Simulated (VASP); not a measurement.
Al2BAs3, 12 atoms in the cell. The typed cell holds 12 atoms: a = 3.880 Å, b = 6.466 Å, c = 9.281 Å, α = 90.69°, β = 88.99°, γ = 88.26°. 

| Item | Value |
| --- | --- |
| Program | VASP 6.6.1 |
| Task | relaxation of cell and atoms |
| Functional | PBE |
| Potentials or basis | VASP PAW PBE potentials, release 64 (Al, B, As) |
| Cutoff | 600 eV |
| k mesh | 4 × 2 × 2 |
| Occupations | gaussian, width 0.1 eV |
| Spin | no spin polarisation |
| Dipole correction | no |
| Further INCAR settings | ALGO = Normal; EDIFF = 1e-06; IBRION = 2; EDIFFG = -0.025; NSW = 80; ISIF = 3 |

Potentials or basis: VASP PAW PBE potentials, release 64 (Al, B, As).

Launch:

```sh
$ cat potpaw_PBE.64/Al/POTCAR potpaw_PBE.64/B/POTCAR potpaw_PBE.64/As/POTCAR > POTCAR
$ mpirun -np 1 vasp_std > vasp.out
```

Hardware: 1 thread of Intel(R) Xeon(R) 6975P-C (Granite Rapids), with other jobs on the host.

Estimate the wall time of this run.

Run time: 11 min on 1 thread of Intel(R) Xeon(R) 6975P-C (Granite Rapids), on a shared host, peak memory 0.45 GiB. Counts: scf iterations 162, k points 12, ion steps 26.
